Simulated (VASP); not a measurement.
A run of VASP 6.6.1 is set up as follows.

Contents of INCAR:

```
SYSTEM = RbBr
  PREC = Accurate
  ENCUT = 520
  EDIFF = 1E-8
  ISMEAR = -1
  SIGMA = 0.03
  LREAL = .False.
  LASPH = .True.
  NELM = 100
  ALGO = Normal
  ISIF = 2
  LWAVE = .False.
  LCHARG = .False.
  GGA = PE
  LEFG = .True.
  NBANDS = 15
```

The input KPOINTS:

```
regular mesh
0
Gamma
  7 7 7
  0 0 0
```

POSCAR

```
RbBr
1.0
    0.0000000000      3.4501993370      3.4501993370
    3.4501993370      0.0000000000      3.4501993370
    3.4501993370      3.4501993370      0.0000000000
Rb Br
1 1
Direct
    0.0000000000      0.0000000000      0.0000000000
    0.5000000000      0.5000000000      0.5000000000
```

Potentials or basis: VASP PAW PBE potentials, release 64 (Rb_sv, Br).

Command:

```bash
$ cat potpaw_PBE.64/Rb_sv/POTCAR potpaw_PBE.64/Br/POTCAR > POTCAR
$ mpirun -np 1 vasp_std > vasp.out
```

Question: Predict the band gap on the k mesh.

Answer: 4.31 eV, direct.

Question: What does it give for the pressure?

Answer: 0.7 GPa.

Caveat: without QUAD_EFG the Cq values of the log hold for a quadrupole moment of 1 mb, not for the nuclei. A k mesh can miss the band edges.
